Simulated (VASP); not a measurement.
Runs of VASP 6.6.1 on MoS2. The structure is that of space group P6_3/mmc (No. 194), or close to it. The cells are those of the table. 

```tsv
task	level	cell	gap on the mesh (eV)	pressure (GPa)	moment (μB)
single point	PBEsol	a = 3.145, b = 3.145, c = 12.913 Å, angles 90.0, 90.0, 120.0°, 6 atoms	1.23	-0.3	0.00
single point	PBEsol	a = 3.146, b = 3.146, c = 13.097 Å, angles 90.0, 90.0, 120.0°, 6 atoms	1.30	-0.5	0.00
single point	PBEsol	a = 3.145, b = 3.145, c = 12.854 Å, angles 90.0, 90.0, 120.0°, 6 atoms	(a)	-0.4	0.00
relaxation of shape and atoms at fixed volume	revPBE+D4	relaxed from a = 3.143, b = 3.143, c = 11.782 Å, angles 90.0, 90.0, 120.0°, 6 atoms	(b)	-0.1	0.00
```

Alike in all rows: potentials or basis VASP PAW PBE potentials, release 64 (Mo_sv, S); spin collinear, ferromagnetic start; k mesh 8 × 8 × 2; cutoff (eV) 500; smearing gaussian 0.05 eV.

Fill in the values left out.

(a) 1.21; (b) 0.80.

Caveats: the PAW data sets were made with another functional, which shifts forces and pressure a little; this functional lacks dispersion, which binds the layers, so the pressure and a relaxed spacing across them are unreliable (some runs).

A k mesh can miss the band edges, and the runs leave out spin-orbit coupling on Mo.
